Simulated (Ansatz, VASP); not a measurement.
**Cu3Pt in VASP and in Ansatz**

File INCAR:

```
SYSTEM = Cu3Pt
  PREC = Accurate
  ENCUT = 520
  EDIFF = 1E-8
  ISMEAR = -1
  SIGMA = 0.05
  LREAL = .FALSE.
  LASPH = .TRUE.
  NELM = 60
  ALGO = Normal
  ISIF = 2
  LWAVE = .FALSE.
  LCHARG = .FALSE.
  LEFG = .TRUE.
  NBANDS = 30
```

The input KPOINTS:

```
regular mesh
0
G
  9 9 9
  0 0 0
```

The input POSCAR:

```
Cu3Pt
1.0
    3.7100000000      0.0000000000      0.0000000000
    0.0000000000      3.7100000000      0.0000000000
    0.0000000000      0.0000000000      3.6358000000
Cu Pt
3 1
Direct
    0.0000000000      0.5000000000      0.5000000000
    0.5000000000      0.0000000000      0.5000000000
    0.5000000000      0.5000000000      0.0000000000
    0.0000000000      0.0000000000      0.0000000000
```

Input for Ansatz:

```yaml
crystal:
  lattice:
    - [3.71, 0.0, 0.0]
    - [0.0, 3.71, 0.0]
    - [0.0, 0.0, 3.6358]
  atoms:
    - { symbol: Cu, position: [0.0, 0.5, 0.5] }
    - { symbol: Cu, position: [0.5, 0.0, 0.5] }
    - { symbol: Cu, position: [0.5, 0.5, 0.0] }
    - { symbol: Pt, position: [0.0, 0.0, 0.0] }
kpoints:
  mp_grid: { grid: [9, 9, 9] }
scf:
  occupations: { method: fermi_dirac, width: 0.05 }
hamiltonian:
  xc: lda
  pseudopotentials: { kind: all_electron, datasets: crystal }
output:
  forces: true
  stress: true
  eigenvalues: true
  efg: { contact_densities: true }
```

Change from the starting cell: zz strain of -2 %, crystal datasets.

Alike in both runs: task electric field gradients; functional LDA; k mesh 9 × 9 × 9; occupations fermi-dirac, width 0.05 eV; no spin polarisation.

|  | VASP | Ansatz |
| --- | --- | --- |
| version | VASP 6.6.1 | Ansatz 0.2.0 |
| potentials or method | VASP PAW LDA potentials, release 64 (Cu, Pt), cutoff 520 eV | all-electron PAW with datasets made for the crystal, scalar-relativistic |

```tsv
	VASP	Ansatz	Ansatz less VASP
pressure (GPa)	-8.0	-8.8	-0.82
traceless stress, the component that is largest in VASP (GPa)	0.77	0.77	+0.003
size of Vzz on the site where it differs most (V/Å²)	29.8	26.2	-3.65
```

LDA's correlation is that of Perdew and Zunger in VASP and of Perdew and Wang (1992) in Ansatz. Ansatz ran all-electron here, and VASP with PAW potentials.

Neither program's run includes spin-orbit coupling.
